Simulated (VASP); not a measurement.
A run of VASP 6.6.1:

INCAR

```
PREC = Accurate
ENCUT = 600
EDIFF = 1E-6
ISMEAR = 0
SIGMA = 0.01
LREAL = False
LASPH = True
NELM = 120
ALGO = Normal
ISIF = 2
LWAVE = False
LCHARG = False
GGA = PE
NBANDS = 26
GGA_COMPAT = False
```

The input KPOINTS:

```
Automatic mesh
0
Gamma
  3 3 2
```

POSCAR

```
ZnO
1.0
    3.2799149755     -0.0000000010      0.0000000000
   -1.6399574869      2.8404896915      0.0000000000
    0.0000000000      0.0000000000      5.2940484900
Zn O
2 2
Direct
    0.6666666667      0.3333333333      0.5006132100
    0.3333333333      0.6666666667      0.0006132100
    0.6666666667      0.3333333333      0.8796967900
    0.3333333333      0.6666666667      0.3796967900
```

Potentials or basis: VASP PAW PBE potentials, release 64 (Zn, O).

Command:

```bash
$ cat potpaw_PBE.64/Zn/POTCAR potpaw_PBE.64/O/POTCAR > POTCAR
$ mpirun -np 1 vasp_std > vasp.out
```

Hardware: 1 thread of Intel(R) Xeon(R) 6975P-C (Granite Rapids), on a shared host.

Q: Estimate the wall time of this run.

A: It took 6.5 s on 1 thread of Intel(R) Xeon(R) 6975P-C (Granite Rapids) (shared host), peak memory 0.17 GiB. Counts: scf iterations 15, k points 6.
